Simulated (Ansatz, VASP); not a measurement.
Li6AuO6: VASP beside Ansatz

The input POSCAR:

```
Li6AuO6
1.0
    3.8611400000      2.2292320000      2.2635440000
   -3.8611400000      2.2292320000      2.2635440000
    0.0000000000     -4.4584640000      2.2635440000
O Li Au
6 6 1
Direct
    0.9366000000      0.2212000000      0.3198000000
    0.3198000000      0.9366000000      0.2212000000
    0.2212000000      0.3198000000      0.9366000000
    0.0634000000      0.7788000000      0.6802000000
    0.6802000000      0.0634000000      0.7788000000
    0.7788000000      0.6802000000      0.0634000000
    0.5912000000      0.2941000000      0.0876000000
    0.0876000000      0.5912000000      0.2941000000
    0.2941000000      0.0876000000      0.5912000000
    0.4088000000      0.7059000000      0.9124000000
    0.9124000000      0.4088000000      0.7059000000
    0.7059000000      0.9124000000      0.4088000000
    0.0000000000      0.0000000000      0.0000000000
```

INCAR.step1

```
SYSTEM = Li6AuO6
ALGO     = Normal         ! electronic algorithm
EDIFF    = 1E-4           ! SCF threshold, eV
ENCUT    = 520            ! plane-wave cutoff, eV
GGA      = PE             ! functional
ISMEAR   = -5             ! smearing method
LASPH    = .True.         ! aspherical terms in the spheres
LCHARG   = .False.        ! write CHGCAR
LREAL    = .False.        ! projectors in reciprocal space
LWAVE    = .True.         ! write WAVECAR
NBANDS   = 44             ! bands
NELM     = 100            ! most SCF steps
PREC     = Accurate       ! precision mode
SIGMA    = 0.1            ! smearing width, eV
```

The input INCAR.step2:

```
SYSTEM = Li6AuO6
ALGO     = Normal         ! electronic algorithm
EDIFF    = 1E-6           ! SCF threshold, eV
ENCUT    = 520            ! plane-wave cutoff, eV
ISIF     = 2              ! what is computed and relaxed
ISMEAR   = -5             ! smearing method
ISTART   = 1            
LASPH    = .True.         ! aspherical terms in the spheres
LCHARG   = .False.        ! write CHGCAR
LMIXTAU  = .True.       
LREAL    = .False.        ! projectors in reciprocal space
LWAVE    = .False.        ! write WAVECAR
METAGGA  = R2SCAN         ! meta-GGA
NBANDS   = 44             ! bands
NELM     = 100            ! most SCF steps
PREC     = Accurate       ! precision mode
SIGMA    = 0.1            ! smearing width, eV
```

The input KPOINTS:

```
k-points
0
Gamma
  5 5 5
  0 0 0
```

Input for Ansatz:

```yaml
crystal:
  lattice:
    - [3.86114, 2.229232, 2.263544]
    - [-3.86114, 2.229232, 2.263544]
    - [0.0, -4.458464, 2.263544]
  atoms:
    - { symbol: O, position: [0.9366, 0.2212, 0.3198] }
    - { symbol: O, position: [0.3198, 0.9366, 0.2212] }
    - { symbol: O, position: [0.2212, 0.3198, 0.9366] }
    - { symbol: O, position: [0.0634, 0.7788, 0.6802] }
    - { symbol: O, position: [0.6802, 0.0634, 0.7788] }
    - { symbol: O, position: [0.7788, 0.6802, 0.0634] }
    - { symbol: Li, position: [0.5912, 0.2941, 0.0876] }
    - { symbol: Li, position: [0.0876, 0.5912, 0.2941] }
    - { symbol: Li, position: [0.2941, 0.0876, 0.5912] }
    - { symbol: Li, position: [0.4088, 0.7059, 0.9124] }
    - { symbol: Li, position: [0.9124, 0.4088, 0.7059] }
    - { symbol: Li, position: [0.7059, 0.9124, 0.4088] }
    - { symbol: Au, position: [0.0, 0.0, 0.0] }
  symmetry: { tolerance: 0.0003 }
kpoints:
  mp_grid: { grid: [5, 5, 5], shift: [0, 0, 0] }
  band_path:
    path:
      - [0.0, 0.0, 0.0]
      - [0.5, 0.0, 0.0]
      - [0.5, -0.5, 0.5]
      - [0.33850357, -0.66149643, 0.33850357]
      - [0.33850357, 0.33850357, 0.33850357]
      - [0.0, 0.0, 0.0]
      - [0.5, -0.5, 0.0]
    npoints: 10
magnetization:
  spin_polarized: false
scf:
  occupations: { method: tetrahedron }
  lower_state_search: "off"
  max_iter: 200
hamiltonian:
  pseudopotentials: { kind: paw }
  xc: r2scan
basis:
  ecutwfc: 500
  fft_grid_basis: typed
output:
  forces: true
  stress: true
  eigenvalues: true
  bader: true
  populations: true
  elf: true
  write_potential: true
  volumetric_format: npy
  dos:
    e_range: [-12, 8]
    de: 0.05
    projected: { site_lists: { Au: [Au], Li: [Li], O: [O] } }
checkpoint:
  read: saved_state
```

Alike in both runs: task single point; functional r2SCAN; k mesh 5 × 5 × 5; occupations tetrahedron; no spin polarisation.

```csv
,VASP,Ansatz
version,VASP 6.6.1,Ansatz 0.2.0
potentials or method,"VASP PAW PBE potentials, release 64 (O, Li_sv, Au), cutoff 520 eV",PAW plane waves
valence electrons in the cell,65,73
```

VASP gave:

* rms of the force components (eV/Å): 1.180

Task: Which values does Ansatz return?

Result: rms of the force components (eV/Å): 1.086.

VASP's potentials were made for PBE, not for r2SCAN. Atom by atom the forces differ by 0.096 eV/Å (rms over components). VASP's potentials hold 65 valence electrons a cell and Ansatz's 73, so a difference there can come from the potentials and not from the codes. Ansatz's warnings: band table not solved further, product built on unsolved table, structure snapped to symmetry, tetrahedron derivatives may miss energy slope.

Neither program's run includes spin-orbit coupling. Noted on VASP's run: the cutoff is under 1.25 times that of the potentials, so the pressure is a little rough.
